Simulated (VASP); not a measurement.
Here is a VASP 6.6.1 calculation.

INCAR

```
SYSTEM = MnHg
PREC     = Accurate       ! precision mode
ENCUT    = 520            ! plane-wave cutoff, eV
EDIFF    = 1E-7           ! SCF threshold, eV
ISMEAR   = -4             ! smearing method
SIGMA    = 0.1            ! smearing width, eV
LREAL    = .False.        ! projectors in reciprocal space
LASPH    = .True.         ! aspherical terms in the spheres
NELM     = 60             ! most SCF steps
ALGO     = Normal         ! electronic algorithm
ISIF     = 2              ! what is computed and relaxed
LWAVE    = .False.        ! write WAVECAR
LCHARG   = .False.        ! write CHGCAR
GGA      = PE             ! functional
NBANDS   = 20             ! bands
```

The input KPOINTS:

```
regular mesh
0
Gamma
  10 10 10
  0 0 0
```

The input POSCAR:

```
MnHg
1.0
    3.2588027028      0.0000000000      0.0000000000
    0.0000000000      3.2588027028      0.0000000000
    0.0000000000      0.0000000000      3.2588027028
Mn Hg
1 1
Direct
    0.5000000000      0.5000000000      0.5000000000
    0.0000000000      0.0000000000      0.0000000000
```

Potentials or basis: VASP PAW PBE potentials, release 64 (Mn_pv, Hg).

Launch:

```sh
$ cat potpaw_PBE.64/Mn_pv/POTCAR potpaw_PBE.64/Hg/POTCAR > POTCAR
$ mpirun -np 1 vasp_std > vasp.out
```

Predict the band gap on the k mesh.

zero (an odd number of electrons rules out a gap without spin polarisation).

Predict the pressure.

-10.7 GPa.

Caveat: the cell stands under tension; spin-orbit coupling is left out, which moves the levels of the heavy elements; the run has no spin polarisation, though such a crystal can be magnetic; tetrahedron occupations give inexact forces and stress in metals. Spin polarisation is off, so any magnetic state and its effect on volume and gap are missing.
